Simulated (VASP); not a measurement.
# Rh (Fm-3m) in VASP: further runs

The runs below take Rh through single point, with r2SCAN.

Program: VASP 6.6.1. These are calculated values, not measurements. Logs are shortened: lines on timing, memory, paths and dates and some standing lists are left out, and cuts for length are marked.

## 1. The cell of the first run

The structure is cubic, space group Fm-3m (No. 225). The conventional cell has a = 3.802 Å, b = 3.802 Å, c = 3.802 Å, α = 90.00°, β = 90.00°, γ = 90.00°. Rh (site symmetry m-3m) has 12 Rh at 2.69 Å within 3.5 Å.

## 2. Single point, r2SCAN

Input file POSCAR:

```
Rh
1.0
    0.0000000000      1.9008071574      1.9008071574
    1.9008071574      0.0000000000      1.9008071574
    1.9008071574      1.9008071574      0.0000000000
Rh
1
Direct
    0.0000000000      0.0000000000      0.0000000000
```

Input file INCAR.step1:

```
SYSTEM = Rh
PREC = Accurate
ENCUT = 520
ISMEAR = -1
SIGMA = 0.1
LREAL = .False.
LASPH = .True.
NELM = 80
NBANDS = 14
GGA = PE
ALGO = Normal
EDIFF = 1E-4
LWAVE = .True.
LCHARG = .False.
```

Input file INCAR.step2:

```
SYSTEM = Rh
PREC = Accurate
ENCUT = 520
EDIFF = 1E-6
ISMEAR = -1
SIGMA = 0.1
LREAL = .False.
LASPH = .True.
NELM = 80
ALGO = Normal
ISIF = 2
LWAVE = .False.
LCHARG = .True.
METAGGA = R2SCAN
LMIXTAU = .True.
LELF = .True.
LVHAR = .True.
NBANDS = 14
ISTART = 1
```

Input file KPOINTS:

```
Automatic mesh
0
Gamma
  9 9 9
  0 0 0
```

Potentials or basis: VASP PAW PBE potentials, release 64 (Rh_pv).

Launch:

```console
$ cat potpaw_PBE.64/Rh_pv/POTCAR > POTCAR
$ cp INCAR.step1 INCAR
$ mpirun -np 1 vasp_std > vasp.out
$ cp INCAR.step2 INCAR
$ mpirun -np 1 vasp_std > vasp.out
```

OUTCAR:

```text
SYSTEM = Rh
   PREC = Accurate
   ENCUT = 520
   EDIFF = 1E-6
   ISMEAR = -1
   LREAL = .False.
   LASPH = .True.
   NELM = 80
   ISIF = 2
   METAGGA = R2SCAN
   ISTART = 1

 ion  position               nearest neighbor table
   1  0.000  0.000  0.000-

  LATTYP: Found a face centered cubic cell.
 ALAT       =     3.8016143148

  Lattice vectors:

 A1 = (   0.0000000000,   1.9008071574,   1.9008071574)
 A2 = (   1.9008071574,   0.0000000000,   1.9008071574)
 A3 = (   1.9008071574,   1.9008071574,   0.0000000000)

Analysis of symmetry for initial positions (statically):
=====================================================================
 Subroutine PRICEL returns:
 Original cell was already a primitive cell.

 Routine SETGRP: Setting up the symmetry group for a
 face centered cubic supercell.

 Subroutine GETGRP returns: Found 48 space group operations
 (whereof 48 operations were pure point group operations)
 out of a pool of 48 trial point group operations.

The static configuration has the point symmetry O_h .

Analysis of symmetry for dynamics (positions and initial velocities):
=====================================================================
 Subroutine PRICEL returns:
 Original cell was already a primitive cell.

 Routine SETGRP: Setting up the symmetry group for a
 face centered cubic supercell.

 Subroutine GETGRP returns: Found 48 space group operations
 (whereof 48 operations were pure point group operations)
 out of a pool of 48 trial point group operations.

The dynamic configuration has the point symmetry O_h .

 Subroutine INISYM returns: Found 48 space group operations
 (whereof 48 operations are pure point group operations),
 and found     1 'primitive' translations

----------------------------------------------------------------------------------------

                                     Primitive cell

  volume of cell :      13.7355

  direct lattice vectors                    reciprocal lattice vectors
     0.000000000  1.900807157  1.900807157    -0.263046148  0.263046148  0.263046148
     1.900807157  0.000000000  1.900807157     0.263046148 -0.263046148  0.263046148
     1.900807157  1.900807157  0.000000000     0.263046148  0.263046148 -0.263046148

  length of vectors
     2.688147261  2.688147261  2.688147261     0.455609292  0.455609292  0.455609292

  position of ions in fractional coordinates (direct lattice)
     0.000000000  0.000000000  0.000000000

  ion indices of the primitive-cell ions
[... 76 lines left out ...]
   EDIFFG = 0.1E-04   stopping-criterion for IOM
   NSW    =      0    number of steps for IOM
   IBRION =     -1    ionic relax: 0-MD 1-quasi-New 2-CG
   NFREE  =      0    steps in history (QN), initial steepest desc. (CG)
   ISIF   =      2    stress and relaxation
   ISYM   =      2    0-nonsym 1-usesym 2-fastsym
   POTIM  = 0.5000    time-step for ionic-motion
   TEBEG  =    0.0;   TEEND  =   0.0 temperature during run
   PSTRESS=    0.0 pullay stress
   NELECT =      15.0000    total number of electrons
   NUPDOWN=      -1.0000    fix difference up-down
   EMIN   =  10.00;   EMAX   =-10.00  energy-range for DOS
   EFERMI =   0.00;   METHOD = LEGACY
   ISMEAR =    -1;   SIGMA  =   0.10  broadening in eV -4-tet -1-fermi 0-gaus
   EFERMI_NEDOS =   21; number of points for ismear=-14 and -15
   IALGO  =     38    algorithm
   IMIX   =      4    mixing-type and parameters
     AMIX     =   0.40;   BMIX     =  1.00
     AMIX_MAG =   1.60;   BMIX_MAG =  1.00
  volume/ion in A,a.u.               =      13.74        92.69
  Fermi-wavevector in a.u.,A,eV,Ry     =   1.685869  3.185831 38.669863  2.842155
  Thomas-Fermi vector in A             =   2.768636
   LORBIT       =      0    0 simple, 1 ext, 2 COOP (PROOUT), +10 PAW based schemes
   METAGGA = R2SCAN    functional components
   LHFCALC =     F    Hartree Fock is set to
   AEXX    =    0.0000 exact exchange contribution
   IVDW    =     0    specifies the selected vdW correction
   LEPSILON=     F    determine dielectric tensor
   LRPA    =     F    only Hartree local field effects (RPA)
 non-spin polarized calculation
  energy-cutoff  :      520.00
  volume of cell :       13.74
 maximum number of plane-waves:       378
   NGX =  9   NGY =  9   NGZ =  9

 number of electron      15.0000007 magnetization

 Free energy of the ion-electron system (eV)
  ---------------------------------------------------
  ext. energy  EPLUGINS =         0.00000000
  ---------------------------------------------------
  free energy    TOTEN  =       -24.14601710 eV

  energy without entropy =      -24.10464707  energy(sigma->0) =      -24.12533209

 E-fermi :  11.6899     XC(G=0): -15.2133

 val. band max:       11.6788035392   @ k =  -0.4444   0.4444   0.1111
 cond. band min:      11.7112867965   @ k =  -0.3333   0.3333   0.0000
 fundamental gap:      0.0324832574
 Fermi energy:        11.6898909474

 k-point     1 :       0.0000    0.0000    0.0000
  band No.  band energies     occupation
      1     -36.0405      2.00000
      2     -36.0405      2.00000
      3     -36.0405      2.00000
      4       3.5638      2.00000
      5       8.5720      2.00000
      6       8.5720      2.00000
      7       8.5720      2.00000
      8      10.6796      1.99992
      9      10.6796      1.99992
     10      28.4726      0.00000
     11      29.1190      0.00000
     12      34.2208      0.00000
     13      34.2208      0.00000
     14      34.2208      0.00000
[... 377 lines left out ...]
      1     -36.7630      2.00000
      2     -36.3210      2.00000
      3     -36.3210      2.00000
      4       5.2900      2.00000
      5       5.6389      2.00000
      6      12.2131      0.01063
      7      12.5957      0.00023
      8      12.5957      0.00023
      9      14.5537      0.00000
     10      25.4535      0.00000
     11      26.1441      0.00000
     12      26.1441      0.00000
     13      29.1186      0.00000
     14      35.8260      0.00000

 [... further k-points ...]
[... 5 lines left out ...]
  --------------------------------------------------------------------------------------
  -------------------------------------------------------------------------------------
  Total        0.1118553      0.1118553      0.1118553      0.0000000      0.0000000     -0.0000000
  in kB       13.0473732     13.0473732     13.0473732      0.0000000      0.0000000     -0.0000000
  external PRESSURE =      13.0473732 kB  Pullay stress =       0.0000000 kB

 VOLUME and BASIS-vectors are now :
 -----------------------------------------------------------------------------
  energy-cutoff  :      520.00
  volume of cell :       13.74
      direct lattice vectors                 reciprocal lattice vectors
     0.000000000  1.900807157  1.900807157    -0.263046148  0.263046148  0.263046148
     1.900807157  0.000000000  1.900807157     0.263046148 -0.263046148  0.263046148
     1.900807157  1.900807157  0.000000000     0.263046148  0.263046148 -0.263046148

 POSITION                                       TOTAL-FORCE (eV/Angst)
 -----------------------------------------------------------------------------------
      0.00000      0.00000      0.00000         0.000000      0.000000      0.000000
 -----------------------------------------------------------------------------------
    total drift:                                0.000000      0.000000      0.000000

  FREE ENERGIE OF THE ION-ELECTRON SYSTEM (eV)
  ---------------------------------------------------
  free  energy   TOTEN  =       -24.1460170974 eV

  energy  without entropy=      -24.1046470737  energy(sigma->0) =      -24.12533209
```

OSZICAR.step1:

```text
N       E                     dE             d eps       ncg     rms          rms(c)
DAV:   1     0.125408257280E+03    0.12541E+03   -0.87000E+03   980   0.114E+03
DAV:   2    -0.610186342689E+01   -0.13151E+03   -0.12598E+03  1076   0.347E+02
DAV:   3    -0.776779323051E+01   -0.16659E+01   -0.16633E+01  1190   0.426E+01
DAV:   4    -0.777398272168E+01   -0.61895E-02   -0.61890E-02  1082   0.267E+00
DAV:   5    -0.777403706444E+01   -0.54343E-04   -0.54342E-04  1208   0.222E-01    0.102E+01
DAV:   6    -0.728381447693E+01    0.49022E+00   -0.79826E-01  1040   0.126E+01    0.357E+00
DAV:   7    -0.726816594944E+01    0.15649E-01   -0.15151E-02  1106   0.152E+00    0.172E+00
DAV:   8    -0.726475805090E+01    0.34079E-02   -0.32761E-03  1046   0.769E-01    0.204E-01
DAV:   9    -0.726461899464E+01    0.13906E-03   -0.92887E-05   652   0.136E-01    0.114E-02
DAV:  10    -0.726461967459E+01   -0.67996E-06   -0.60094E-06   496   0.306E-02
   1 F= -.72646197E+01 E0= -.72436759E+01  d E =-.418876E-01
```

Run time: 31 s. Hardware: 1 thread of Intel Xeon Platinum 8259CL at 2.50GHz (Skylake/Cascade Lake), shared host; peak memory 0.13 GiB.

What came out:

```yaml
Free_energy: -24.1460 eV
Pressure: 1.3 GPa
```

Levels at points of the mesh, in eV from the Fermi level:
```csv
k point,band 4,band 5,band 6,band 7,band 8,band 9,band 10,band 11,band 12,band 13
"(0.00, 0.00, 0.00)",-8.13,-3.12,-3.12,-3.12,-1.01,-1.01,16.78,17.43,22.53,22.53
```

Caveat: the PAW data sets were made with another functional, which shifts forces and pressure a little.

## 3. Single point, r2SCAN

POSCAR is that of step 2.

Input file INCAR.step1:

```
SYSTEM = Rh
  ALGO = Normal
  EDIFF = 1E-4
  ENCUT = 520
  GGA = PE
  ISMEAR = -1
  LASPH = .True.
  LCHARG = .False.
  LREAL = .False.
  LWAVE = .True.
  NBANDS = 14
  NELM = 60
  PREC = Accurate
  SIGMA = 0.1
```

Input file INCAR.step2:

```
SYSTEM = Rh
  ALGO = Normal
  EDIFF = 1E-7
  ENCUT = 520
  ISIF = 2
  ISMEAR = -1
  ISTART = 1
  LASPH = .True.
  LCHARG = .True.
  LELF = .True.
  LMIXTAU = .True.
  LREAL = .False.
  LVHAR = .True.
  LWAVE = .False.
  METAGGA = R2SCAN
  NBANDS = 14
  NELM = 60
  PREC = Accurate
  SIGMA = 0.1
```

Input file KPOINTS:

```
k-points
0
Gamma
  11 11 11
  0 0 0
```

Potentials or basis: VASP PAW PBE potentials, release 64 (Rh_pv).

Launch:

```console
$ cat potpaw_PBE.64/Rh_pv/POTCAR > POTCAR
$ cp INCAR.step1 INCAR
$ mpirun -np 1 vasp_std > vasp.out
$ cp INCAR.step2 INCAR
$ mpirun -np 1 vasp_std > vasp.out
```

Run time: 50 s. Hardware: 1 thread of Intel Xeon Platinum 8259CL at 2.50GHz (Skylake/Cascade Lake), shared host; peak memory 0.13 GiB.

The run converged. Its results:

```
Free energy : -24.1530 eV
Pressure    : 1.5 GPa
```

Levels at points of the mesh, in eV from the Fermi level:
```tsv
k point	band 3	band 4	band 5	band 6	band 7	band 8	band 9	band 10	band 11	band 12
(0.00, 0.00, 0.00)	-47.78	-8.20	-3.18	-3.18	-3.18	-1.07	-1.07	16.70	17.43	22.45
```

Caveat: the PAW data sets were made with another functional, which shifts forces and pressure a little.

## 4. Single point, r2SCAN

POSCAR is that of step 3.

Input file INCAR.step1:

```
SYSTEM = Rh
PREC = Accurate ; ENCUT = 520
ISMEAR = -1 ; SIGMA = 0.1
LREAL = .FALSE. ; LASPH = .TRUE.
NELM = 80 ; NBANDS = 14
GGA = PE ; ALGO = Normal
EDIFF = 1E-4 ; LWAVE = .TRUE.
LCHARG = .FALSE.
```

Input file INCAR.step2:

```
SYSTEM = Rh
PREC = Accurate ; ENCUT = 520
EDIFF = 1E-6 ; ISMEAR = -1
SIGMA = 0.1 ; LREAL = .FALSE.
LASPH = .TRUE. ; NELM = 80
ALGO = Normal ; ISIF = 2
LWAVE = .FALSE. ; LCHARG = .FALSE.
METAGGA = R2SCAN ; LMIXTAU = .TRUE.
NBANDS = 14 ; ISTART = 1
```

Input file KPOINTS:

```
Automatic mesh
0
G
  14 14 14
  0 0 0
```

Launch:

```console
$ cat potpaw_PBE.64/Rh_pv/POTCAR > POTCAR
$ cp INCAR.step1 INCAR
$ mpirun -np 1 vasp_std > vasp.out
$ cp INCAR.step2 INCAR
$ mpirun -np 1 vasp_std > vasp.out
```

Run time: 69 s. Hardware: 1 thread of Intel Xeon Platinum 8259CL at 2.50GHz (Skylake/Cascade Lake), shared host; peak memory 0.14 GiB.

Results (log left out):

```yaml
Free_energy: -24.1578 eV
Pressure: 1.2 GPa
```

Levels at points of the mesh, in eV from the Fermi level:
| k point | band 5 | band 6 | band 7 | band 8 | band 9 | band 10 |
| --- | --- | --- | --- | --- | --- | --- |
| (0.00, 0.00, 0.00) | -3.17 | -3.17 | -3.17 | -1.06 | -1.06 | 16.71 |
| (0.50, 0.00, 0.00) | -3.28 | -3.28 | 0.60 | 0.60 | 0.90 | 9.10 |
| (0.50, 0.50, 0.00) | -6.18 | 0.53 | 1.06 | 1.06 | 3.49 | 12.89 |

Caveat: the PAW data sets were made with another functional, which shifts forces and pressure a little.

## 5. Overview

| k mesh | gap on the mesh (eV) | pressure (GPa) |
| --- | --- | --- |
| 9 × 9 × 9 | none | 1.3 |
| 11 × 11 × 11 | none | 1.5 |
| 14 × 14 × 14 | none | 1.2 |

Alike in all rows: task single point; level r2SCAN; potentials or basis VASP PAW PBE potentials, release 64 (Rh_pv); no spin polarisation; cell as given; cutoff (eV) 520; smearing fermi-dirac 0.1 eV.

Every run on the cell as given and a fine mesh finds a metal.

Caveats: the PAW data sets were made with another functional, which shifts forces and pressure a little.

Absolute energies hang on the potentials; compare differences alone.
